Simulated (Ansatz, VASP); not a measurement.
**KF in VASP and in Ansatz**

POSCAR

```
KF
1.0
    0.0000000000      2.6718500000      2.6718500000
    2.6718500000      0.0000000000      2.6718500000
    2.6718500000      2.6718500000      0.0000000000
K F
1 1
Direct
    0.0000000000      0.0000000000      0.0000000000
    0.5000000000      0.5000000000      0.5000000000
```

INCAR.step1

```
ALGO = Normal
EDIFF = 1E-5
ENCUT = 520
GGA = PE
ISIF = 2
ISMEAR = -1
LASPH = True
LCHARG = False
LREAL = False
LWAVE = True
NBANDS = 15
NELM = 60
PREC = Accurate
SIGMA = 0.05
```

Contents of INCAR.step2:

```
AEXX = 0.5
ALGO = Normal
EDIFF = 1E-6
ENCUT = 520
GGA = PE
HFSCREEN = 0.2078699
ISIF = 2
ISMEAR = -1
ISTART = 1
LASPH = True
LCHARG = False
LHFCALC = True
LREAL = False
LWAVE = False
NBANDS = 15
NELM = 60
PREC = Accurate
PRECFOCK = Normal
SIGMA = 0.05
```

Contents of KPOINTS:

```
k-points
0
Gamma
  5 5 5
```

Contents of input.yaml:

```yaml
crystal:
  lattice:
    - [0.0, 2.67185, 2.67185]
    - [2.67185, 0.0, 2.67185]
    - [2.67185, 2.67185, 0.0]
  atoms:
    - { symbol: K, position: [0.0, 0.0, 0.0] }
    - { symbol: F, position: [0.5, 0.5, 0.5] }
hamiltonian:
  xc:
    exchange: pbe
    correlation: pbe
    exx: { coeff: 0.5, omega: 0.2078699 }
  pseudopotentials: { kind: paw }
kpoints:
  mp_grid: { grid: [5, 5, 5] }
scf:
  occupations: { method: fermi_dirac, width: 0.05 }
output:
  forces: true
  stress: true
  eigenvalues: true
```

Alike in both runs: task single point; functional PBE-based screened hybrid; k mesh 5 × 5 × 5; occupations fermi-dirac, width 0.05 eV; no spin polarisation.

|  | VASP | Ansatz |
| --- | --- | --- |
| version | VASP 6.6.1 | Ansatz 0.2.0 |
| potentials or method | VASP PAW PBE potentials, release 64 (K_sv, F) | Ansatz PAW |
| plane-wave cutoff (eV) | 520 | 420 |
| valence electrons in the cell | 16 | 16 |

Ansatz gave:

* gap on the k mesh at the Fermi level (eV): 10.26
* least direct gap on the mesh (eV): 10.26
* pressure (GPa): -0.4

Q: Which values does VASP return?

A: gap on the k mesh at the Fermi level (eV): 10.23; least direct gap on the mesh (eV): 10.23; pressure (GPa): -0.3.

VASP's potentials were made for PBE, not for PBE-based screened hybrid. With one functional, cell and mesh, what is left measures potentials, basis and numerics.

Noted on Ansatz's run: odd divisions of the mesh miss points on the zone boundary, where band edges often lie, so the gap on the mesh can be too wide.
